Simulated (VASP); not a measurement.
# AlN (vib) (Fm-3m) in VASP: notebook

AlN (vib) is run at these levels: LDA; tasks: single point.

Program: VASP 6.6.1. These are calculated values, not measurements. Logs are shortened: lines on timing, memory, paths and dates and some standing lists are left out, and cuts for length are marked.

### Step 1. The cell of the first run

The structure is cubic, space group Fm-3m (No. 225). Conventional cell: a = 4.069 Å, b = 4.069 Å, c = 4.069 Å, α = 90.00°, β = 90.00°, γ = 90.00°. Within 2.7 Å of Al (site symmetry m-3m) lie 6 N at 2.03 Å. N (site symmetry m-3m) has 6 Al at 2.03 Å within 2.7 Å.

### Step 2. Single point, LDA

Input file INCAR:

```
PREC = Accurate
ENCUT = 600
EDIFF = 1E-6
ISMEAR = 0
SIGMA = 0.1
LREAL = False
LASPH = True
NELM = 120
ALGO = Normal
ISIF = 2
LWAVE = False
LCHARG = False
NBANDS = 11
GGA_COMPAT = False
```

Input file KPOINTS:

```
Automatic mesh
0
Gamma
  8 8 8
```

Input file POSCAR:

```
AlN
1.0
    0.0000000000      2.0345180000      2.0345180000
    2.0345180000      0.0000000000      2.0345180000
    2.0345180000      2.0345180000      0.0000000000
Al N
1 1
Direct
    0.5000000000      0.5000000000      0.5000000000
    0.0000000000      0.0000000000      0.0000000000
```

Potentials or basis: VASP PAW LDA potentials, release 64 (Al, N).

Command:

```
cat potpaw_LDA.64/Al/POTCAR potpaw_LDA.64/N/POTCAR > POTCAR
mpirun -np 1 vasp_std > vasp.out
```

OUTCAR:

```text
PREC = Accurate
   ENCUT = 600
   EDIFF = 1E-6
   ISMEAR = 0
   LREAL = False
   LASPH = True
   NELM = 120
   ISIF = 2

 ion  position               nearest neighbor table
   1  0.500  0.500  0.500-   2 2.03   2 2.03   2 2.03   2 2.03   2 2.03   2 2.03
   2  0.000  0.000  0.000-   1 2.03   1 2.03   1 2.03   1 2.03   1 2.03   1 2.03

  LATTYP: Found a face centered cubic cell.
 ALAT       =     4.0690360000

  Lattice vectors:

 A1 = (   0.0000000000,   2.0345180000,   2.0345180000)
 A2 = (   2.0345180000,   0.0000000000,   2.0345180000)
 A3 = (   2.0345180000,   2.0345180000,   0.0000000000)

Analysis of symmetry for initial positions (statically):
=====================================================================
 Subroutine PRICEL returns:
 Original cell was already a primitive cell.

 Routine SETGRP: Setting up the symmetry group for a
 face centered cubic supercell.

 Subroutine GETGRP returns: Found 48 space group operations
 (whereof 48 operations were pure point group operations)
 out of a pool of 48 trial point group operations.

The static configuration has the point symmetry O_h .

Analysis of symmetry for dynamics (positions and initial velocities):
=====================================================================
 Subroutine PRICEL returns:
 Original cell was already a primitive cell.

 Routine SETGRP: Setting up the symmetry group for a
 face centered cubic supercell.

 Subroutine GETGRP returns: Found 48 space group operations
 (whereof 48 operations were pure point group operations)
 out of a pool of 48 trial point group operations.

The dynamic configuration has the point symmetry O_h .

 Subroutine INISYM returns: Found 48 space group operations
 (whereof 48 operations are pure point group operations),
 and found     1 'primitive' translations

----------------------------------------------------------------------------------------

                                     Primitive cell

  volume of cell :      16.8428

  direct lattice vectors                    reciprocal lattice vectors
     0.000000000  2.034518000  2.034518000    -0.245758455  0.245758455  0.245758455
     2.034518000  0.000000000  2.034518000     0.245758455 -0.245758455  0.245758455
     2.034518000  2.034518000  0.000000000     0.245758455  0.245758455 -0.245758455

  length of vectors
     2.877242948  2.877242948  2.877242948     0.425666130  0.425666130  0.425666130

  position of ions in fractional coordinates (direct lattice)
     0.500000000  0.500000000  0.500000000
     0.000000000  0.000000000  0.000000000

  ion indices of the primitive-cell ions
   primitive index   ion index
                 1           1
                 2           2

----------------------------------------------------------------------------------------

 KPOINTS: Automatic mesh

Automatic generation of k-mesh.
 Grid dimensions read from file:
 generate k-points for:    8    8    8

 Generating k-lattice:

  Cartesian coordinates                     Fractional coordinates (reciprocal lattice)
    -0.030719807  0.030719807  0.030719807     0.125000000  0.000000000  0.000000000
     0.030719807 -0.030719807  0.030719807     0.000000000  0.125000000  0.000000000
     0.030719807  0.030719807 -0.030719807     0.000000000  0.000000000  0.125000000

  Length of vectors
     0.053208266  0.053208266  0.053208266

  Shift w.r.t. Gamma in fractional coordinates (k-lattice)
     0.000000000  0.000000000  0.000000000

 Subroutine IBZKPT returns following result:
 ===========================================

 Found     29 irreducible k-points:

 Following reciprocal coordinates:
            Coordinates               Weight
  0.000000  0.000000  0.000000      1.000000
  0.125000  0.000000  0.000000      8.000000
  0.250000  0.000000  0.000000      8.000000
  0.375000  0.000000  0.000000      8.000000
  0.500000  0.000000  0.000000      4.000000
  0.125000  0.125000  0.000000      6.000000
[... 16 lines left out ...]
  0.500000  0.250000  0.125000     48.000000
 -0.375000  0.250000  0.125000     24.000000
 [... further k-points ...]
   k-points           NKPTS =     29   k-points in BZ     NKDIM =     29   number of bands    NBANDS=     11
   number of dos      NEDOS =    301   number of ions     NIONS =      2
   total plane-waves  NPLWV =  13824
   dimension x,y,z NGX =    24 NGY =   24 NGZ =   24
   dimension x,y,z NGXF=    48 NGYF=   48 NGZF=   48
   ions per type =               1   1
   NGX,Y,Z   is equivalent  to a cutoff of  13.87, 13.87, 13.87 a.u.
   NGXF,Y,Z  is equivalent  to a cutoff of  27.73, 27.73, 27.73 a.u.
 SYSTEM =  unknown system
   PREC   = accura    normal or accurate (medium, high low for compatibility)
   ISTART =      0    job   : 0-new  1-cont  2-samecut
   ICHARG =      2    charge: 1-file 2-atom 10-const
   ISPIN  =      1    spin polarized calculation?
   LNONCOLLINEAR =      F non collinear calculations
   LSORBIT =      F    spin-orbit coupling
   LASPH  =      T    aspherical Exc in radial PAW
   ENCUT  =  600.0 eV  44.10 Ry    6.64 a.u.   5.75  5.75  5.75*2*pi/ulx,y,z
   NELM   =    120;   NELMIN=  2; NELMDL= -5     # of ELM steps
   EDIFF  = 0.1E-05   stopping-criterion for ELM
   LREAL  =      F    real-space projection
   EDIFFG = 0.1E-04   stopping-criterion for IOM
   NSW    =      0    number of steps for IOM
   IBRION =     -1    ionic relax: 0-MD 1-quasi-New 2-CG
   NFREE  =      0    steps in history (QN), initial steepest desc. (CG)
   ISIF   =      2    stress and relaxation
   ISYM   =      2    0-nonsym 1-usesym 2-fastsym
   POTIM  = 0.5000    time-step for ionic-motion
   TEBEG  =    0.0;   TEEND  =   0.0 temperature during run
   PSTRESS=    0.0 pullay stress
   NELECT =       8.0000    total number of electrons
   NUPDOWN=      -1.0000    fix difference up-down
   EMIN   =  10.00;   EMAX   =-10.00  energy-range for DOS
   EFERMI =   0.00;   METHOD = LEGACY
   ISMEAR =     0;   SIGMA  =   0.10  broadening in eV -4-tet -1-fermi 0-gaus
   EFERMI_NEDOS =   21; number of points for ismear=-14 and -15
   IALGO  =     38    algorithm
   IMIX   =      4    mixing-type and parameters
     AMIX     =   0.40;   BMIX     =  1.00
     AMIX_MAG =   1.60;   BMIX_MAG =  1.00
  volume/ion in A,a.u.               =       8.42        56.83
  Fermi-wavevector in a.u.,A,eV,Ry     =   1.277321  2.413786 22.198561  1.631548
  Thomas-Fermi vector in A             =   2.409927
   LORBIT       =      0    0 simple, 1 ext, 2 COOP (PROOUT), +10 PAW based schemes
   GGA     = CA    functional components
   LHFCALC =     F    Hartree Fock is set to
   AEXX    =    0.0000 exact exchange contribution
   IVDW    =     0    specifies the selected vdW correction
   LEPSILON=     F    determine dielectric tensor
   LRPA    =     F    only Hartree local field effects (RPA)
 non-spin polarized calculation
 Gauss-broadening in eV      SIGMA  =   0.10
  energy-cutoff  :      600.00
  volume of cell :       16.84
 maximum number of plane-waves:       588
   NGX = 11   NGY = 11   NGZ = 11

 number of electron       8.0000000 magnetization

 Free energy of the ion-electron system (eV)
  ---------------------------------------------------
  ext. energy  EPLUGINS =         0.00000000
  ---------------------------------------------------
  free energy    TOTEN  =       -16.20875847 eV

  energy without entropy =      -16.20875847  energy(sigma->0) =      -16.20875847

 E-fermi :   9.9371     XC(G=0): -12.4848

 val. band max:        9.4654668843   @ k =   0.0000   0.0000   0.0000
 cond. band min:      13.7446337402   @ k =   0.5000   0.5000   0.0000
 fundamental gap:      4.2791668560
 Fermi energy:         9.9370636362

 k-point     1 :       0.0000    0.0000    0.0000
  band No.  band energies     occupation
      1      -7.7707      2.00000
      2       9.4655      2.00000
      3       9.4655      2.00000
      4       9.4655      2.00000
      5      14.9639      0.00000
      6      21.4290      0.00000
      7      21.4290      0.00000
      8      21.4290      0.00000
      9      26.6004      0.00000
     10      26.9596      0.00000
     11      26.9596      0.00000

 k-point     2 :       0.1250    0.0000    0.0000
  band No.  band energies     occupation
      1      -7.4537      2.00000
      2       7.9890      2.00000
      3       9.2854      2.00000
      4       9.2854      2.00000
      5      15.8087      0.00000
      6      20.2776      0.00000
      7      21.8246      0.00000
      8      21.8246      0.00000
      9      24.9312      0.00000
     10      24.9312      0.00000
     11      27.0736      0.00000

 k-point     3 :       0.2500    0.0000    0.0000
  band No.  band energies     occupation
      1      -6.5498      2.00000
      2       5.1843      2.00000
      3       8.8944      2.00000
      4       8.8944      2.00000
      5      16.1771      0.00000
      6      20.3296      0.00000
      7      21.4666      0.00000
      8      21.4666      0.00000
      9      25.3140      0.00000
     10      25.3140      0.00000
     11      26.0922      0.00000

 k-point     4 :       0.3750    0.0000    0.0000
  band No.  band energies     occupation
      1      -5.2838      2.00000
      2       2.5172      2.00000
      3       8.5511      2.00000
      4       8.5511      2.00000
      5      15.6905      0.00000
      6      20.4915      0.00000
      7      20.4915      0.00000
      8      21.6899      0.00000
      9      25.3224      0.00000
     10      27.8660      0.00000
     11      27.8660      0.00000
[... 239 lines left out ...]
 k-point    22 :       0.3750    0.2500    0.1250
  band No.  band energies     occupation
      1      -5.8026      2.00000
      2       4.8217      2.00000
      3       6.9431      2.00000
      4       8.3109      2.00000
      5      17.8118      0.00000
      6      18.1442      0.00000
      7      19.4089      0.00000
      8      22.9213      0.00000
      9      24.3188      0.00000
     10      28.6637      0.00000
     11      30.3898      0.00000

 k-point    23 :       0.5000    0.2500    0.1250
  band No.  band energies     occupation
      1      -4.6648      2.00000
      2       3.0887      2.00000
      3       6.0408      2.00000
      4       7.7794      2.00000
      5      17.5596      0.00000
      6      18.3199      0.00000
      7      20.0424      0.00000
      8      22.3270      0.00000
      9      26.0111      0.00000
     10      29.1370      0.00000
     11      30.8991      0.00000

 k-point    24 :      -0.3750    0.2500    0.1250
  band No.  band energies     occupation
      1      -4.0068      2.00000
      2       2.1153      2.00000
      3       5.8266      2.00000
      4       7.5131      2.00000
      5      17.6822      0.00000
      6      17.7063      0.00000
      7      21.4611      0.00000
      8      21.8576      0.00000
      9      27.2321      0.00000
     10      27.9923      0.00000
     11      31.4334      0.00000

 [... further k-points ...]

------------------------ aborting loop because EDIFF is reached ----------------------------------------

  FORCE on cell =-STRESS in cart. coord.  units (eV):
  Direction    XX          YY          ZZ          XY          YZ          ZX
  --------------------------------------------------------------------------------------
  -------------------------------------------------------------------------------------
  Total       -1.1098523     -1.1098523     -1.1098523     -0.0000000      0.0000000     -0.0000000
  in kB     -105.5750226   -105.5750226   -105.5750226     -0.0000000      0.0000000     -0.0000000
  external PRESSURE =    -105.5750226 kB  Pullay stress =       0.0000000 kB

 VOLUME and BASIS-vectors are now :
 -----------------------------------------------------------------------------
  energy-cutoff  :      600.00
  volume of cell :       16.84
      direct lattice vectors                 reciprocal lattice vectors
     0.000000000  2.034518000  2.034518000    -0.245758455  0.245758455  0.245758455
     2.034518000  0.000000000  2.034518000     0.245758455 -0.245758455  0.245758455
     2.034518000  2.034518000  0.000000000     0.245758455  0.245758455 -0.245758455

 POSITION                                       TOTAL-FORCE (eV/Angst)
 -----------------------------------------------------------------------------------
      2.03452      2.03452      2.03452        -0.000000     -0.000000     -0.000000
      0.00000      0.00000      0.00000         0.000000      0.000000      0.000000
 -----------------------------------------------------------------------------------
    total drift:                                0.000000     -0.000000     -0.000000

  FREE ENERGIE OF THE ION-ELECTRON SYSTEM (eV)
  ---------------------------------------------------
  free  energy   TOTEN  =       -16.2087584692 eV

  energy  without entropy=      -16.2087584692  energy(sigma->0) =      -16.20875847
```

It took 1.9 s on 1 thread of Intel Xeon 6975P-C (Granite Rapids), shared host; peak memory 0.12 GiB.

Results:

* Free energy: -16.2088 eV
* Pressure: -10.6 GPa
* Band gap on the k mesh: 4.28 eV, indirect (least direct gap 5.50 eV)

### Step 3. Single point, LDA

This run uses another cell than the first one, of 8.05 Å³/atom, 0.956 times its volume.

Input file INCAR:

```
SYSTEM = AlN
PREC = Accurate
ENCUT = 600
EDIFF = 1E-6
ISMEAR = 0
SIGMA = 0.1
LREAL = .False.
LASPH = .True.
NELM = 120
ALGO = Normal
ISIF = 2
LWAVE = .False.
LCHARG = .False.
GGA = CA
NBANDS = 11
GGA_COMPAT = .False.
```

Input file KPOINTS:

```
regular mesh
0
Gamma
  8 8 8
  0 0 0
```

Input file POSCAR:

```
AlN
1.0
    0.0000000000      2.0045623814      2.0045623814
    2.0045623814      0.0000000000      2.0045623814
    2.0045623814      2.0045623814      0.0000000000
Al N
1 1
Direct
    0.5000000000      0.5000000000      0.5000000000
    0.0000000000      0.0000000000      0.0000000000
```

Potentials or basis: VASP PAW LDA potentials, release 64 (Al, N).

Command:

```
cat potpaw_LDA.64/Al/POTCAR potpaw_LDA.64/N/POTCAR > POTCAR
mpirun -np 1 vasp_std > vasp.out
```

It took 1.9 s on 1 thread of Intel Xeon 6975P-C (Granite Rapids), shared host; peak memory 0.12 GiB.

Results (log left out):

| Item | Value |
| --- | --- |
| Free energy | -16.2308 eV |
| Pressure | 0.9 GPa |
| Band gap on the k mesh | 4.71 eV, indirect (least direct gap 6.14 eV) |

Levels at points of the mesh, in eV from the valence-band top:
```
           k point  band 1  band 2  band 3  band 4  band 5  band 6  band 7  band 8  band 9
(0.00, 0.00, 0.00)  -17.64    0.00    0.00    0.00    6.14   12.10   12.10   12.10   17.39
(0.50, 0.00, 0.00)  -14.20   -8.51   -1.13   -1.13    6.29   11.01   11.01   13.50   16.15
(0.50, 0.50, 0.00)  -13.15   -7.59   -2.88   -2.88    4.71    5.15   14.20   17.39   17.39
```

A k mesh can miss the band edges.

### Step 4. Single point, LDA

This run uses another cell than the first one, of 8.06 Å³/atom, 0.957 times its volume.

INCAR: that of step 3 with these lines changed.

```diff
@@ -5,3 +5,3 @@
 ISMEAR = 0
-SIGMA = 0.1
+SIGMA = 0.02
 LREAL = .False.
```

KPOINTS is that of step 3.

Input file POSCAR:

```
AlN
1.0
    0.0000000000      2.0050898363      2.0050898363
    2.0050898363      0.0000000000      2.0050898363
    2.0050898363      2.0050898363      0.0000000000
Al N
1 1
Direct
    0.5000000000      0.5000000000      0.5000000000
    0.0000000000      0.0000000000      0.0000000000
```

Command:

```
cat potpaw_LDA.64/Al/POTCAR potpaw_LDA.64/N/POTCAR > POTCAR
mpirun -np 1 vasp_std > vasp.out
```

It took 2 s on 1 thread of Intel Xeon 6975P-C (Granite Rapids), shared host; peak memory 0.12 GiB.

The run converged. Its results:

```
Free energy            : -16.2309 eV
Pressure               : 0.7 GPa
Band gap on the k mesh : 4.70 eV, indirect (least direct gap 6.13 eV)
```

Levels at points of the mesh, in eV from the valence-band top:
```
           k point  band 1  band 2  band 3  band 4  band 5  band 6  band 7  band 8  band 9
(0.00, 0.00, 0.00)  -17.64    0.00    0.00    0.00    6.13   12.10   12.10   12.10   17.39
(0.50, 0.00, 0.00)  -14.20   -8.51   -1.13   -1.13    6.28   11.00   11.00   13.49   16.14
(0.50, 0.50, 0.00)  -13.15   -7.58   -2.88   -2.88    4.70    5.15   14.19   17.37   17.37
```

A k mesh can miss the band edges. Expect the measured gap to be larger: semilocal functionals such as LDA lack the derivative discontinuity.

### Step 5. Overview

```csv
cell,smearing,gap on the mesh (eV),pressure (GPa)
"a = 2.877 Å, angles 60.0°, 2 atoms",gaussian 0.1 eV,4.28,-10.6
"a = 2.835 Å, angles 60.0°, 2 atoms",gaussian 0.1 eV,4.71,0.9
"a = 2.836 Å, angles 60.0°, 2 atoms",gaussian 0.02 eV,4.70,0.7
```

Alike in all rows: task single point; level LDA; potentials or basis VASP PAW LDA potentials, release 64 (Al, N); no spin polarisation; k mesh 8 × 8 × 8; cutoff (eV) 600.

Absolute energies hang on the potentials; compare differences alone.
